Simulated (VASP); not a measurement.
Ge:

```xyz
1
Lattice="1.3971 -2.6005 0.0000 1.3971 2.6005 0.0000 0.0000 0.0000 2.6982" Properties=species:S:1:pos:R:3 pbc="T T T"
Ge    1.3971    0.0000    0.0000
```

| Property | Result |
| --- | --- |
| Program | VASP 6.6.1 |
| Task | relaxation of cell and atoms |
| Functional | PBEsol |
| Dispersion | D4 |
| Potentials or basis | VASP PAW PBE potentials, release 64 (Ge_d) |
| Cutoff | 600 eV |
| k mesh | 11 × 11 × 10 |
| Occupations | fermi-dirac, width 0.05 eV |
| Spin | no spin polarisation |

At the start: pressure -5.8 GPa; volume 19.61 Å³/atom.

Where does the relaxation end?

Over 10 steps the energy falls by 36.5 meV/atom and the volume is 17.96 Å³/atom (-8.4 %); space group Cmmm (No. 65, to 0.05 Å).

The path:
```csv
step,energy change (eV),largest force (eV/Å),pressure (GPa),volume (Å³)
1,0.0000,0.0000,-5.85,19.61
2,-0.0325,0.0000,1.60,17.64
3,-0.0337,0.0000,0.27,17.94
4,-0.0357,0.0000,0.09,17.95
5,-0.0363,0.0000,0.02,17.95
6,-0.0365,0.0000,-0.03,17.96
7,-0.0365,0.0000,0.00,17.96
8,-0.0365,0.0000,-0.01,17.96
9,-0.0365,0.0000,-0.01,17.96
10,-0.0365,0.0000,0.03,17.96
```

Final structure:
```
Ge
1.0
     1.38699   -2.44434    0.00000
     1.38699    2.44434    0.00000
     0.00000    0.00000    2.64866
Ge
1
Cartesian
  1.3870 0.0000 0.0000
```

Caveat: the PAW data sets were made with another functional, which shifts forces and pressure a little; pairwise dispersion overbinds metals, which lowers pressure and volume.
